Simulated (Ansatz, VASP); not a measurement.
**One calculation of PbSe, two programs**

Contents of POSCAR:

```
PbSe
1.0
    0.0000000000      3.0606500000      3.0606500000
    3.0606500000      0.0000000000      3.0606500000
    3.0606500000      3.0606500000      0.0000000000
Pb Se
1 1
Direct
    0.0000000000      0.0000000000      0.0000000000
    0.5000000000      0.5000000000      0.5000000000
```

Contents of INCAR.step1:

```
SYSTEM = PbSe
PREC = Accurate ; ENCUT = 550
ISMEAR = 0 ; SIGMA = 0.02
LREAL = .False. ; LASPH = .True.
NELM = 120 ; GGA = PE
ALGO = Normal ; EDIFF = 1E-5
LWAVE = .True. ; LCHARG = .False.
GGA_COMPAT = .False. ; IBRION = 2
ISIF = 3 ; EDIFFG = -0.005
NELMIN = 4 ; NSW = 100
```

Contents of INCAR.step2:

```
SYSTEM = PbSe
PREC = Accurate ; ENCUT = 550
EDIFF = 1E-7 ; ISMEAR = 0
SIGMA = 0.02 ; LREAL = .False.
LASPH = .True. ; NELM = 120
ALGO = Normal ; ISIF = 3
LWAVE = .False. ; LCHARG = .False.
METAGGA = R2SCAN ; LMIXTAU = .True.
LUSE_VDW = .True. ; IVDW_NL = 2
BPARAM = 11.95 ; CPARAM = 0.0093
IBRION = 2 ; NSW = 100
EDIFFG = -0.002 ; ISTART = 1
GGA_COMPAT = .False. ; NELMIN = 4
```

KPOINTS

```
Automatic mesh
0
Gamma
  10 10 10
  0 0 0
```

Input for Ansatz:

```yaml
crystal:
  lattice:
    - [0.0, 3.06065, 3.06065]
    - [3.06065, 0.0, 3.06065]
    - [3.06065, 3.06065, 0.0]
  atoms:
    - { symbol: Pb, position: [0.0, 0.0, 0.0] }
    - { symbol: Se, position: [0.5, 0.5, 0.5] }
basis:
  ecutwfc: 500
kpoints:
  mp_grid: { grid: [10, 10, 10] }
hamiltonian:
  xc: r2scan
  dispersion: rvv10
  pseudopotentials: { kind: paw }
scf:
  occupations: { method: gaussian, width: 0.02 }
output:
  forces: true
  stress: true
  eigenvalues: true
relax:
  adjacent_minimum: "off"
  f_tol: 0.002
  max_steps: 80
  cell: { stress_tol: 0.02 }
```

Alike in both runs: task relaxation of cell and atoms; functional r2SCAN; dispersion rVV10; k mesh 10 × 10 × 10; occupations gaussian, width 0.02 eV; no spin polarisation.

|  | VASP | Ansatz |
| --- | --- | --- |
| version | VASP 6.6.1 | Ansatz 0.2.0 |
| potentials or method | VASP PAW PBE potentials, release 64 (Pb_d, Se), cutoff 550 eV | scalar-relativistic, plane waves, PAW |
| valence electrons in the cell | 20 | 30 |

```csv
,VASP,Ansatz,Ansatz less VASP
"gap on the k mesh at the Fermi level, each at its own relaxed structure (eV)",0.58,0.57,-0.016
relaxed volume (Å³/atom),29.04,28.95,-0.095
relaxed cell length with the largest relative difference (Å),4.347,4.342,-0.0047
```

VASP's potentials were made for PBE, not for r2SCAN. VASP's potentials hold 20 valence electrons a cell and Ansatz's 30, so a difference there can come from the potentials and not from the codes.

Spin-orbit coupling is off throughout.
